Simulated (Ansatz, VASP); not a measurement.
## Ta in VASP and in Ansatz

INCAR

```
SYSTEM = Ta
PREC = Accurate ; ENCUT = 520
EDIFF = 1E-7 ; ISMEAR = 0
SIGMA = 0.15 ; LREAL = .False.
LASPH = .True. ; NELM = 100
ALGO = Fast ; ISIF = 2
LWAVE = .False. ; LCHARG = .True.
GGA = PS ; LELF = .True.
LVHAR = .True. ; NBANDS = 12
```

KPOINTS

```
Automatic mesh
0
Gamma
  22 22 22
  0 0 0
```

POSCAR

```
Ta
1.0
   -1.5221258959      1.5221258959      1.9046361335
    1.5221258959     -1.5221258959      1.9046361335
    1.5221258959      1.5221258959     -1.9046361335
Ta
1
Direct
    0.0000000000      0.0000000000      0.0000000000
```

Input for Ansatz:

```yaml
crystal:
  lattice:
    - [-1.5221258959, 1.5221258959, 1.9046361335]
    - [1.5221258959, -1.5221258959, 1.9046361335]
    - [1.5221258959, 1.5221258959, -1.9046361335]
  atoms:
    - { symbol: Ta, position: [0.0, 0.0, 0.0] }
basis:
  ecutwfc: 420
kpoints:
  mp_grid: { grid: [22, 22, 22] }
hamiltonian:
  xc: pbesol
  pseudopotentials: { kind: paw, azcp: { folder: soft_1 } }
scf:
  occupations: { method: gaussian, width: 0.15 }
output:
  forces: true
  stress: true
  eigenvalues: true
```

Alike in both runs: task single point; functional PBEsol; k mesh 22 × 22 × 22; occupations gaussian, width 0.15 eV; no spin polarisation.

|  | VASP | Ansatz |
| --- | --- | --- |
| version | VASP 6.6.1 | Ansatz 0.2.0 |
| potentials or method | VASP PAW PBE potentials, release 64 (Ta_pv), cutoff 520 eV | scalar-relativistic, plane waves, PAW |
| valence electrons in the cell | 11 | 13 |

Ansatz gave:

| Quantity | Value |
| --- | --- |
| gap on the k mesh at the Fermi level (eV) | none |
| pressure (GPa) | 4.2 |
| traceless stress, the component that is largest in VASP (GPa) | -11.62 |

Problem. Which values does VASP return?

Solution. gap on the k mesh at the Fermi level (eV): none; pressure (GPa): 4.4; traceless stress, the component that is largest in VASP (GPa): -11.64.

VASP's potentials were made for PBE, not for PBEsol, and Ansatz warns of the same on its side. A gap of «none» marks a metal or a gap that the smearing closes. VASP's potentials hold 11 valence electrons a cell and Ansatz's 13, so a difference there can come from the potentials and not from the codes.

Spin-orbit coupling is off throughout.
